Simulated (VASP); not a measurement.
A run of VASP 6.6.1 is set up as follows.

INCAR

```
SYSTEM = Si3N4
  ALGO = Normal
  EDIFF = 1E-8
  ENCUT = 520
  GGA = PE
  ISIF = 2
  ISMEAR = -1
  LASPH = .True.
  LCHARG = .False.
  LEFG = .True.
  LREAL = .False.
  LWAVE = .False.
  NBANDS = 45
  NELM = 60
  PREC = Accurate
  SIGMA = 0.02
```

File KPOINTS:

```
k-points
0
Gamma
  4 4 10
  0 0 0
```

The input POSCAR:

```
Si3N4
1.0
    7.6020000000      0.0000000000      0.0000000000
   -3.8010000000      6.5835251196      0.0000000000
    0.0000000000      0.0000000000      2.9060000000
Si N
6 8
Direct
    0.7684700000      0.1745300000      0.2500000000
    0.5939400000      0.7684700000      0.7500000000
    0.8254700000      0.5939400000      0.2500000000
    0.2315300000      0.8254700000      0.7500000000
    0.4060600000      0.2315300000      0.2500000000
    0.1745300000      0.4060600000      0.7500000000
    0.0305400000      0.3302300000      0.2459000000
    0.7003100000      0.0305400000      0.7459000000
    0.6697700000      0.7003100000      0.2459000000
    0.9694600000      0.6697700000      0.7459000000
    0.2996900000      0.9694600000      0.2459000000
    0.3302300000      0.2996900000      0.7459000000
    0.6666666667      0.3333333333      0.2502000000
    0.3333333333      0.6666666667      0.7502000000
```

Potentials or basis: VASP PAW PBE potentials, release 64 (Si, N).

Run with:

```sh
$ cat potpaw_PBE.64/Si/POTCAR potpaw_PBE.64/N/POTCAR > POTCAR
$ mpirun -np 1 vasp_std > vasp.out
```

Problem. Predict the largest force.

Solution. 0.306 eV/Å.

Problem. Predict the band gap on the k mesh.

Solution. 4.32 eV (least direct gap 4.51 eV).

Problem. Predict the pressure.

Solution. 5.5 GPa.

Electric field gradients, principal values (V/Å²):
```tsv
atom	least	middle	greatest (by size)
1 Si	-3.156	-7.250	10.405
2 Si	-3.156	-7.250	10.406
3 Si	-3.156	-7.250	10.406
4 Si	-3.156	-7.250	10.405
5 Si	-3.156	-7.250	10.406
6 Si	-3.156	-7.250	10.406
7 N	21.025	25.546	-46.570
8 N	21.025	25.545	-46.570
9 N	21.025	25.545	-46.570
10 N	21.025	25.546	-46.570
11 N	21.025	25.545	-46.570
12 N	21.025	25.545	-46.570
13 N	23.102	23.103	-46.205
14 N	23.102	23.103	-46.205
```

Caveat: the cell stands under pressure; without QUAD_EFG the Cq values of the log hold for a quadrupole moment of 1 mb, not for the nuclei. A k mesh can miss the band edges.
